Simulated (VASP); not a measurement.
Runs of VASP 6.6.1 on NbP. The structure is that of space group I4_1md (No. 109), or close to it. The cells are those of the table. 

```csv
cell,gap on the mesh (eV),pressure (GPa),largest force (eV/Å)
"a = 6.130 Å, angles 148.7, 148.7, 44.9°, 4 atoms",none,5.8,0.02
"a = 6.066 Å, angles 148.7, 148.7, 44.9°, 4 atoms",0.02,13.0,0.03
"a = 6.314 Å, angles 148.7, 148.7, 44.9°, 4 atoms",none,(a),0.01
"a = 6.192 Å, angles 148.7, 148.7, 44.9°, 4 atoms",none,(c),0.01
"a = 6.253 Å, angles 148.7, 148.7, 44.9°, 4 atoms",none,(b),-
```

Alike in all rows: task single point; level PBE; potentials or basis VASP PAW PBE potentials, release 64 (Nb_sv, P); no spin polarisation; k mesh 8 × 8 × 8; cutoff (eV) 520; smearing fermi-dirac 0.02 eV.

Question: Estimate the missing entries.

Answer: (a) -10.0; (b) -5.6; (c) -0.3.

A k mesh can miss the band edges, and the runs leave out spin-orbit coupling on Nb.

A gap of «none» marks levels without a gap at the run's occupations.
